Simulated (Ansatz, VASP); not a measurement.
# S: VASP beside Ansatz

```xyz
1
Lattice="15.0000 0.0000 0.0000 0.0000 15.5000 0.0000 0.0000 0.0000 16.0000" Properties=species:S:1:pos:R:3 pbc="T T T"
S     7.5000    7.7500    8.0000
```

Alike in both runs: task single point; functional PBE; dispersion D3(BJ); k mesh 1 × 1 × 1; occupations gaussian, width 0.005 eV; collinear spin.

|  | VASP | Ansatz |
| --- | --- | --- |
| version | VASP 6.6.1 | Ansatz 0.2.0 |
| potentials or method | VASP PAW PBE potentials, release 64 (S), cutoff 520 eV | scalar-relativistic, plane waves, PAW |
| valence electrons in the cell | 6 | 6 |

VASP gave:

| Property | Result |
| --- | --- |
| gap on the k mesh at the Fermi level (eV) | 0.43 |
| net moment per atom (μB) | 2.00 |
| size of the moment on the site where the two differ most (μB) | 1.12 |

Q: Which values does Ansatz return?

A: gap on the k mesh at the Fermi level (eV): 0.52; net moment per atom (μB): 2.00; size of the moment on the site where the two differ most (μB): 2.00.

Site moments also hang on the region over which each program counts them.
